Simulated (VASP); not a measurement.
Set up this calculation in VASP 6.6.1, as the native input.

```
Task                   : single point
Functional             : PBE
Potentials or basis    : VASP PAW PBE potentials, release 64 (As)
Cutoff                 : 520 eV
k mesh                 : 7 × 7 × 9
Occupations            : fermi-dirac, width 0.05 eV
Spin                   : no spin polarisation
Dipole correction      : no
Further INCAR settings : ALGO = Normal; EDIFF = 1e-06; NBANDS = 12
```

The structure of As lies in POSCAR:

```
As
1.0
    4.5046843265      0.0000000000      0.0000000000
   -2.2523421632      3.9011726374      0.0000000000
    0.0000000000      0.0000000000      2.7954415214
As
2
Direct
    0.3333300000      0.6666700000      0.0000000000
    0.6666700000      0.3333300000      0.0000000000
```

The input as run:

INCAR

```
SYSTEM = As
PREC = Accurate
ENCUT = 520
EDIFF = 1E-6
ISMEAR = -1
SIGMA = 0.05
LREAL = .False.
LASPH = .True.
NELM = 60
ALGO = Normal
ISIF = 2
LWAVE = .False.
LCHARG = .True.
GGA = PE
LELF = .True.
LVHAR = .True.
NBANDS = 12
```

KPOINTS

```
Automatic mesh
0
Gamma
  7 7 9
  0 0 0
```

Potentials or basis: VASP PAW PBE potentials, release 64 (As).

Launch:

```console
$ cat potpaw_PBE.64/As/POTCAR > POTCAR
$ mpirun -np 1 vasp_std > vasp.out
```

It gave:

```yaml
Pressure: 2.3 GPa
Band_gap_on_the_k_mesh: zero (band 5 reaches 6.31 eV, above the bottom of band 6 at 2.69 eV)
```

Wall time 17 s on 1 thread of Intel(R) Xeon(R) Platinum 8488C (Sapphire Rapids) (shared host), peak memory 0.19 GiB.
